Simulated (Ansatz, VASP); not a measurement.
NaH in VASP and in Ansatz

```
CELL_PARAMETERS angstrom
2.39568 2.39568 0.00000
-2.39568 2.39568 0.00000
0.00000 2.39568 2.39568
ATOMIC_POSITIONS crystal
Na 0.00000 0.00000 0.00000
H 0.50000 0.50000 0.00000
```

Alike in both runs: task single point; functional PBEsol; k mesh 8 × 8 × 8; no spin polarisation.

|  | VASP | Ansatz |
| --- | --- | --- |
| version | VASP 6.6.1 | Ansatz 0.2.0 |
| potentials or method | VASP PAW PBE potentials, release 64 (Na_pv, H), cutoff 500 eV | all-electron LAPW, scalar-relativistic |
| occupations | gaussian, width 0.01 eV | fixed |

VASP gave:

* gap on the k mesh at the Fermi level (eV): 3.60
* pressure (GPa): -0.1

Q: Estimate Ansatz's values.

A: gap on the k mesh at the Fermi level (eV): 3.61; pressure (GPa): 0.0.

VASP's potentials were made for PBE, not for PBEsol. Ansatz ran all-electron here, and VASP with PAW potentials.
